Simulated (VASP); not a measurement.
A run of VASP 6.6.1 is set up as follows.

INCAR

```
SYSTEM = HfO2
PREC = Accurate ; ENCUT = 600
EDIFF = 1E-6 ; ISMEAR = -1
SIGMA = 0.02 ; LREAL = .FALSE.
LASPH = .TRUE. ; NELM = 120
ALGO = Normal ; ISIF = 2
LWAVE = .FALSE. ; LCHARG = .FALSE.
GGA = PS ; NBANDS = 18
GGA_COMPAT = .FALSE.
```

KPOINTS

```
Automatic mesh
0
G
  10 10 10
  0 0 0
```

Contents of POSCAR:

```
HfO2
1.0
    0.0000000000      2.5222618861      2.5222618861
    2.5222618861      0.0000000000      2.5222618861
    2.5222618861      2.5222618861      0.0000000000
Hf O
1 2
Direct
    0.0000000000      0.0000000000      0.0000000000
    0.2500000000      0.2500000000      0.2500000000
    0.7500000000      0.7500000000      0.7500000000
```

Potentials or basis: VASP PAW PBE potentials, release 64 (Hf_pv, O).

Command:

```sh
$ cat potpaw_PBE.64/Hf_pv/POTCAR potpaw_PBE.64/O/POTCAR > POTCAR
$ mpirun -np 1 vasp_std > vasp.out
```

**Question.** Estimate the band gap on the k mesh.

**Answer.** 3.71 eV.

**Question.** Predict the pressure.

**Answer.** -4.0 GPa.

Caveat: the cell stands under tension; the PAW data sets were made with another functional, which shifts forces and pressure a little; spin-orbit coupling is left out, which moves the levels of the heavy elements. A k mesh can miss the band edges.
